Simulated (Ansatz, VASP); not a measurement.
## BN: VASP beside Ansatz

File INCAR:

```
SYSTEM = BN
PREC = Accurate ; ENCUT = 520
EDIFF = 1E-6 ; ISMEAR = 0
SIGMA = 0.05 ; LREAL = .FALSE.
LASPH = .TRUE. ; NELM = 80
ALGO = Normal ; ISIF = 2
LWAVE = .FALSE. ; LCHARG = .TRUE.
GGA = PE ; IVDW = 12
LELF = .TRUE. ; LVHAR = .TRUE.
NBANDS = 11
```

File KPOINTS:

```
regular mesh
0
G
  12 12 12
  0 0 0
```

File POSCAR:

```
BN
1.0
    0.0000000000      3.0598350432      2.5833790265
    1.1488461094      0.0000000000      2.5833790265
    1.1488461094      3.0598350432      0.0000000000
B N
1 1
Direct
    0.0001068737      0.0001068737      0.9998931263
    0.6665931163      0.6665931163      0.3334068837
```

Input for Ansatz:

```yaml
crystal:
  lattice:
    - [0.0, 3.0598350432, 2.5833790265]
    - [1.1488461094, 0.0, 2.5833790265]
    - [1.1488461094, 3.0598350432, 0.0]
  atoms:
    - { symbol: B, position: [0.0001068737, 0.0001068737, 0.9998931263] }
    - { symbol: "N", position: [0.6665931163, 0.6665931163, 0.3334068837] }
basis:
  ecutwfc: 420
kpoints:
  mp_grid: { grid: [12, 12, 12] }
hamiltonian:
  xc: pbe
  dispersion: d3bj
scf:
  occupations: { method: gaussian, width: 0.05 }
output:
  forces: true
  stress: true
  eigenvalues: true
  write_density: true
  write_potential: true
  elf: true
  volumetric_format: npy
```

Alike in both runs: task single point; functional PBE; dispersion D3(BJ); k mesh 12 × 12 × 12; occupations gaussian, width 0.05 eV; no spin polarisation.

|  | VASP | Ansatz |
| --- | --- | --- |
| version | VASP 6.6.1 | Ansatz 0.2.0 |
| potentials or method | VASP PAW PBE potentials, release 64 (B, N), cutoff 520 eV | scalar-relativistic, plane waves, PAW |
| valence electrons in the cell | 8 | 8 |

VASP gave:

| Item | Value |
| --- | --- |
| gap on the k mesh at the Fermi level (eV) | 1.75 |
| least direct gap on the mesh (eV) | 3.24 |
| pressure (GPa) | -15.2 |
| traceless stress, the component that is largest in VASP (GPa) | -96.04 |
| rms of the force components (eV/Å) | 0.376 |

Q: Which values does Ansatz return?

A: gap on the k mesh at the Fermi level (eV): 1.75; least direct gap on the mesh (eV): 3.24; pressure (GPa): -15.3; traceless stress, the component that is largest in VASP (GPa): -95.92; rms of the force components (eV/Å): 0.392.

Atom by atom the forces differ by 0.016 eV/Å (rms over components).
